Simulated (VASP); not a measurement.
Set up this calculation in VASP 6.6.1, as the native input.

```
Task                   : single point
Functional             : PBE
Potentials or basis    : VASP PAW PBE potentials, release 64 (Zr_sv, S, F)
Cutoff                 : 520 eV
k mesh                 : 4 × 4 × 6
Occupations            : gaussian, width 0.1 eV
Spin                   : collinear spin
Starting moments       : [1.0, 1.0, 0.0, 0.0] μB
Dipole correction      : no
Further INCAR settings : ALGO = Normal; EDIFF = 1e-06; NBANDS = 30
```

The structure of Zr2SF lies in POSCAR:

```
Zr2SF
1.0
    4.4318253473      0.0000000000      0.0000000000
    0.0000000000      4.4318253473      0.0000000000
    0.0000000000      0.0000000000      3.2097132009
Zr S F
2 1 1
Direct
    0.0000000000      0.5000000000      0.0000000000
    0.5000000000      0.0000000000      0.0000000000
    0.5000000000      0.5000000000      0.5000000000
    0.0000000000      0.0000000000      0.5000000000
```

These files were run (other wordings do the same):

INCAR

```
SYSTEM = Zr2SF
PREC = Accurate ; ENCUT = 520
EDIFF = 1E-6 ; ISMEAR = 0
SIGMA = 0.1 ; LREAL = .False.
LASPH = .True. ; NELM = 150
ALGO = Normal ; ISIF = 2
LWAVE = .False. ; LCHARG = .True.
ISPIN = 2 ; MAGMOM = 1 1 0 0
LORBIT = 11 ; LMAXMIX = 4
GGA = PE ; LELF = .True.
LVHAR = .True. ; NBANDS = 30
```

KPOINTS

```
Automatic mesh
0
Gamma
  4 4 6
  0 0 0
```

Potentials or basis: VASP PAW PBE potentials, release 64 (Zr_sv, S, F).

Command:

```console
$ cat potpaw_PBE.64/Zr_sv/POTCAR potpaw_PBE.64/S/POTCAR potpaw_PBE.64/F/POTCAR > POTCAR
$ mpirun -np 1 vasp_std > vasp.out
```

It gave:

```yaml
Pressure: 0.0 GPa
Net_moment: 0.00 μB per cell
Valence_electrons_inside_the_program's_atomic_spheres: Zr 9.88; S 3.73; F 6.02
```

It took 76 s on 1 thread of Intel(R) Xeon(R) Platinum 8375C CPU @ 2.90GHz (Ice Lake), with other jobs on the host, peak memory 0.24 GiB.
